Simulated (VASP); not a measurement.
# Ga3BAs4 in VASP: notebook, part 2 of 3

VASP 6.6.1. Earlier steps stand in the parts before.

## (3) Single point, HSE06

This run uses another cell than the first one, of 20.00 Å³/atom.

Contents of POSCAR:

```
Ga3BAs4
1.0
   10.8574220000      0.0000000000      0.0000000000
    0.0000000000     10.8574220000      0.0000000000
    0.0000000000      0.0000000000     10.8574220000
Ga B As
24 8 32
Direct
    0.9999390000      0.9994950000      0.9904470000
    0.0001530000      0.5005860000      0.9973430000
    0.0006790000      0.4999690000      0.4993530000
    0.4997680000      0.5089190000      0.0042300000
    0.5000180000      0.5085070000      0.4952630000
    0.2494870000      0.2510370000      0.0002530000
    0.2476550000      0.2463520000      0.5005570000
    0.2532700000      0.7497780000      0.9959010000
    0.2500700000      0.7546710000      0.5047410000
    0.7495140000      0.2504710000      0.0008380000
    0.7532300000      0.2461300000      0.4995690000
    0.7476200000      0.7507700000      0.9961090000
    0.7500810000      0.7549550000      0.5044550000
    0.2549020000      0.0023760000      0.2548170000
    0.2490630000      0.9972420000      0.7469380000
    0.2448440000      0.5040180000      0.7519020000
    0.7448510000      0.0021300000      0.2537550000
    0.7490370000      0.9972130000      0.7470040000
    0.7549170000      0.5050610000      0.7521050000
    0.9997400000      0.2545330000      0.2586880000
    0.0000040000      0.7455530000      0.2582190000
    0.5001420000      0.2476360000      0.2503140000
    0.4999080000      0.2407760000      0.7492480000
    0.5006540000      0.7496580000      0.2497160000
    0.0007780000      0.9984580000      0.5102090000
    0.4961570000      0.9925940000      0.9934090000
    0.5004450000      0.9925460000      0.5053990000
    0.2491470000      0.4995950000      0.2476850000
    0.7491300000      0.4979610000      0.2493510000
    0.9961630000      0.2437100000      0.7423250000
    0.0004270000      0.7556870000      0.7423030000
    0.5007770000      0.7604670000      0.7481920000
    0.1226580000      0.1251210000      0.1262940000
    0.1025390000      0.1246780000      0.6239660000
    0.1408850000      0.6138610000      0.1364210000
    0.1113640000      0.6405150000      0.6360650000
    0.6103540000      0.1083900000      0.1054720000
    0.6126570000      0.1096930000      0.6083590000
    0.6424210000      0.6146270000      0.1392750000
    0.6143100000      0.6433730000      0.6403320000
    0.3612360000      0.3892740000      0.1365320000
    0.3744040000      0.3756400000      0.6250540000
    0.3865160000      0.8857920000      0.1115060000
    0.3979190000      0.8759880000      0.6252120000
    0.8612360000      0.3868380000      0.1390140000
    0.8865310000      0.3617770000      0.6355060000
    0.8743930000      0.8753240000      0.1253230000
    0.8978930000      0.8754950000      0.6257530000
    0.3903950000      0.1102640000      0.3952640000
    0.3841010000      0.1110010000      0.8891720000
    0.3553840000      0.6164540000      0.3593100000
    0.3897520000      0.6419000000      0.8595830000
    0.8897280000      0.1098600000      0.3916560000
    0.8841100000      0.1394520000      0.8607320000
    0.8553950000      0.6095770000      0.3661920000
    0.8903780000      0.6455350000      0.8599990000
    0.1424750000      0.3895150000      0.3643680000
    0.1103620000      0.3557180000      0.8581510000
    0.1143270000      0.8905620000      0.3931290000
    0.1127060000      0.8585770000      0.8594310000
    0.6408980000      0.3866740000      0.3636100000
    0.6227190000      0.3765240000      0.8748810000
    0.6113900000      0.8862920000      0.3902770000
    0.6025280000      0.8742150000      0.8744180000
```

Contents of INCAR.step1:

```
SYSTEM = Ga3BAs4
PREC = Accurate ; ENCUT = 420
EDIFF = 1E-5 ; ISMEAR = -1
SIGMA = 0.05 ; LREAL = Auto
LASPH = .TRUE. ; NELM = 120
ALGO = Normal ; ISIF = 2
LWAVE = .TRUE. ; NBANDS = 286
GGA = PE ; ISYM = -1
GGA_COMPAT = .FALSE. ; KPAR = 1
```

Contents of INCAR.step2:

```
SYSTEM = Ga3BAs4
PREC = Accurate ; ENCUT = 420
EDIFF = 1E-6 ; ISMEAR = -1
SIGMA = 0.05 ; LREAL = Auto
LASPH = .TRUE. ; NELM = 120
ALGO = Normal ; ISIF = 2
LWAVE = .FALSE. ; LCHARG = .TRUE.
GGA = PE ; LHFCALC = .TRUE.
HFSCREEN = 0.2079 ; PRECFOCK = Fast
LELF = .TRUE. ; LVHAR = .TRUE.
NBANDS = 286 ; ISTART = 1
ISYM = -1 ; GGA_COMPAT = .FALSE.
KPAR = 1
```

Contents of KPOINTS:

```
explicit points
1
Reciprocal
  0.25000000   0.25000000   0.25000000 1
```

Potentials or basis: VASP PAW PBE potentials, release 64 (Ga_d, B, As).

Run with:

```bash
$ cat potpaw_PBE.64/Ga_d/POTCAR potpaw_PBE.64/B/POTCAR potpaw_PBE.64/As/POTCAR > POTCAR
$ cp INCAR.step1 INCAR
$ mpirun -np 4 vasp_std > vasp.out
$ cp INCAR.step2 INCAR
$ mpirun -np 4 vasp_std > vasp.out
```

OUTCAR:

```text
SYSTEM = Ga3BAs4
   PREC = Accurate
   ENCUT = 420
   EDIFF = 1E-6
   ISMEAR = -1
   LREAL = Auto
   LASPH = .TRUE.
   NELM = 120
   ISIF = 2
   GGA = PE
   LHFCALC = .TRUE.
   HFSCREEN = 0.2079
   PRECFOCK = Fast
   ISTART = 1
   ISYM = -1

 ion  position               nearest neighbor table
   1  1.000  0.999  0.990-  33 2.41  47 2.41  60 2.42  54 2.42
   2  0.000  0.501  0.997-  56 2.47  35 2.48  45 2.48  58 2.49
   3  0.001  0.500  0.499-  57 2.44  46 2.44  36 2.44  55 2.45
   4  0.500  0.509  0.004-  62 2.41  39 2.42  52 2.44  41 2.45
   5  0.500  0.509  0.495-  42 2.43  51 2.45  61 2.48  40 2.48
   6  0.249  0.251  0.000-  33 2.37  50 2.43  41 2.43  58 2.44
[... 56 lines left out ...]
  63  0.611  0.886  0.390-  27 2.08  13 2.42  17 2.42  24 2.44
  64  0.603  0.874  0.874-  32 2.15  26 2.16  12 2.45  18 2.50

IMPORTANT INFORMATION: All symmetrisations will be switched off!
NOSYMM: (Re-)initialisation of all symmetry stuff for point group C_1.

----------------------------------------------------------------------------------------

                                     Primitive cell
[... 237 lines left out ...]
  band No.  band energies     occupation
      1     -13.4697      2.00000
      2     -13.4676      2.00000
      3     -13.4648      2.00000
      4     -13.4644      2.00000
      5     -13.4532      2.00000
      6     -13.4527      2.00000
[... 252 lines left out ...]
    259       7.1245      0.00000
    260       7.1514      0.00000
 [bands above 260 left out]

------------------------ aborting loop because EDIFF is reached ----------------------------------------

  FORCE on cell =-STRESS in cart. coord.  units (eV):
  Direction    XX          YY          ZZ          XY          YZ          ZX
  --------------------------------------------------------------------------------------
  -------------------------------------------------------------------------------------
  Total        7.3136552      2.1117871      2.1129500     -5.8460905     -6.1063200     -5.8475577
  in kB        9.1551384      2.6435076      2.6449632     -7.3180599     -7.6438118     -7.3198965
  external PRESSURE =       4.8145364 kB  Pullay stress =       0.0000000 kB

 VOLUME and BASIS-vectors are now :
 -----------------------------------------------------------------------------
  energy-cutoff  :      420.00
  volume of cell :     1279.91
      direct lattice vectors                 reciprocal lattice vectors
    10.857422000  0.000000000  0.000000000     0.092102895  0.000000000  0.000000000
     0.000000000 10.857422000  0.000000000     0.000000000  0.092102895  0.000000000
     0.000000000  0.000000000 10.857422000     0.000000000  0.000000000  0.092102895

 POSITION                                       TOTAL-FORCE (eV/Angst)
 -----------------------------------------------------------------------------------
     10.85676     10.85194     10.75370        -0.007532     -0.010027      0.002445
      0.00166      5.43507     10.82857         0.009482     -0.016120      0.005382
      0.00737      5.42837      5.42169        -0.010091      0.007546      0.007330
      5.42619      5.52555      0.04593         0.014560     -0.025124     -0.003698
      5.42891      5.52108      5.37728        -0.018324     -0.012926      0.007130
      2.70879      2.72561      0.00275        -0.021539     -0.015828     -0.003365
[... 56 lines left out ...]
      6.63812      9.62285      4.23740        -0.010623     -0.024641     -0.005359
      6.54190      9.49172      9.49393         0.024109      0.015582     -0.004602
 -----------------------------------------------------------------------------------
    total drift:                               -0.039537     -0.012486     -0.016365

  FREE ENERGIE OF THE ION-ELECTRON SYSTEM (eV)
  ---------------------------------------------------
  free  energy   TOTEN  =      -337.6318084715 eV

  energy  without entropy=     -337.6318084700  energy(sigma->0) =     -337.63180847
```

OUTCAR.step1:

```text
SYSTEM = Ga3BAs4
   PREC = Accurate
   ENCUT = 420
   EDIFF = 1E-5
   ISMEAR = -1
   LREAL = Auto
   LASPH = .TRUE.
[... 595 lines left out ...]
      2.70879      2.72561      0.00275         0.019484      0.025637     -0.021233
[... 56 lines left out ...]
      6.63812      9.62285      4.23740        -0.033030      0.005936      0.008653
      6.54190      9.49172      9.49393        -0.034100      0.004129     -0.006877
 -----------------------------------------------------------------------------------
    total drift:                               -0.044497     -0.014603     -0.019389

  FREE ENERGIE OF THE ION-ELECTRON SYSTEM (eV)
  ---------------------------------------------------
  free  energy   TOTEN  =      -284.2477909283 eV

  energy  without entropy=     -284.2477874391  energy(sigma->0) =     -284.24778918
```

Run time: 15 min. Hardware: 4 MPI ranks of AMD EPYC 9R45 (Zen 5), shared host; peak memory 0.86 GiB.

What came out:

```yaml
Free_energy: -337.6318 eV
Pressure: 0.5 GPa
Largest_force: 0.076 eV/Å
Band_gap_on_the_k_mesh: 2.21 eV
```

Forces in eV/Å, atoms in the order of the input:
```
Ga  -0.008 -0.010  0.002
Ga   0.009 -0.016  0.005
Ga  -0.010  0.008  0.007
Ga   0.015 -0.025 -0.004
Ga  -0.018 -0.013  0.007
Ga  -0.022 -0.016 -0.003
Ga   0.009  0.005  0.002
Ga   0.007  0.006 -0.018
Ga   0.006 -0.007 -0.012
Ga  -0.022 -0.002 -0.017
Ga   0.008 -0.017  0.005
Ga   0.009  0.004  0.005
Ga   0.006 -0.011 -0.008
Ga  -0.006 -0.013  0.007
Ga  -0.006 -0.008  0.017
Ga   0.006 -0.006 -0.022
Ga   0.006 -0.021 -0.005
Ga  -0.005  0.017 -0.008
Ga  -0.005  0.008 -0.013
Ga   0.015 -0.005 -0.026
Ga  -0.018  0.007 -0.012
Ga   0.011  0.004 -0.016
Ga  -0.007  0.001 -0.010
Ga  -0.010  0.005  0.008
B   -0.001  0.025  0.014
B    0.012  0.008  0.001
B    0.022  0.020  0.010
B    0.011  0.030  0.019
B    0.011  0.020  0.029
B    0.012 -0.002  0.009
B    0.023  0.007  0.019
B    0.000  0.014  0.026
As   0.020  0.006  0.010
As   0.023 -0.005  0.016
As  -0.024 -0.014 -0.019
As  -0.009 -0.007 -0.022
As   0.038  0.040  0.046
As   0.035  0.013  0.051
As  -0.041 -0.011 -0.021
As  -0.006 -0.014 -0.032
As  -0.004 -0.001 -0.015
As  -0.003 -0.006  0.011
As  -0.021 -0.009 -0.004
As  -0.028 -0.006 -0.021
As  -0.003 -0.017 -0.001
As  -0.023 -0.004 -0.008
As   0.002  0.012 -0.004
As  -0.027 -0.020 -0.011
As  -0.026  0.000 -0.027
As  -0.014 -0.014 -0.027
As   0.060  0.027  0.037
As  -0.029 -0.015  0.016
As  -0.031  0.015 -0.016
As  -0.013 -0.029 -0.012
As   0.058  0.036  0.029
As  -0.025 -0.027 -0.001
As  -0.043 -0.022 -0.011
As   0.040  0.048  0.040
As  -0.007 -0.029 -0.016
As   0.035  0.053  0.012
As  -0.025 -0.021 -0.013
As   0.019  0.011  0.002
As  -0.011 -0.025 -0.005
As   0.024  0.016 -0.005
```

Caveat: the PAW data sets were made with another functional, which shifts forces and pressure a little; a shifted mesh leaves out Γ, where band edges can lie. A k mesh can miss the band edges.

(Continued in part 3 of 3.)
